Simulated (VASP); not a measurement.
Here is a VASP 6.6.1 calculation.

Contents of POSCAR:

```
Te
1.0
    4.4087773649      0.0000000000      0.0000000000
   -2.2043886824      3.8181131976      0.0000000000
    0.0000000000      0.0000000000      5.9358253429
Te
3
Direct
    0.2691988038      0.0000000000      0.3333333333
    0.0000000000      0.2691988038      0.6666666667
    0.7308011962      0.7308011962      0.0000000000
```

Contents of INCAR.step1:

```
SYSTEM = Te
ALGO = Normal
EDIFF = 1E-4
ENCUT = 520
GGA = PE
ISMEAR = 0
LASPH = .True.
LCHARG = .False.
LREAL = .False.
LWAVE = .True.
NBANDS = 16
NELM = 100
PREC = Accurate
SIGMA = 0.02
```

File INCAR.step2:

```
SYSTEM = Te
ALGO = Normal
EDIFF = 1E-6
ENCUT = 520
ISIF = 2
ISMEAR = 0
ISTART = 1
IVDW = 12
LASPH = .True.
LCHARG = .False.
LMIXTAU = .True.
LREAL = .False.
LWAVE = .False.
METAGGA = R2SCAN
NBANDS = 16
NELM = 100
PREC = Accurate
SIGMA = 0.02
VDW_A1 = 0.49484001
VDW_A2 = 5.73083694
VDW_S6 = 1.0
VDW_S8 = 0.78981345
```

Contents of KPOINTS:

```
k-points
0
Gamma
  9 9 6
  0 0 0
```

Potentials or basis: VASP PAW PBE potentials, release 64 (Te).

Launch:

```console
$ cat potpaw_PBE.64/Te/POTCAR > POTCAR
$ cp INCAR.step1 INCAR
$ mpirun -np 1 vasp_std > vasp.out
$ cp INCAR.step2 INCAR
$ mpirun -np 1 vasp_std > vasp.out
```

**Question.** What does it give for the pressure?

**Answer.** 0.7 GPa.

**Question.** Estimate the largest force.

**Answer.** 0.024 eV/Å.

**Question.** What does it give for the dispersion energy per atom?

**Answer.** -0.206 eV.

Stress tensor (GPa, compression positive):
```
0.68 0.00 0.00
0.00 0.68 0.00
0.00 0.00 0.77
```

Caveat: the PAW data sets were made with another functional, which shifts forces and pressure a little.
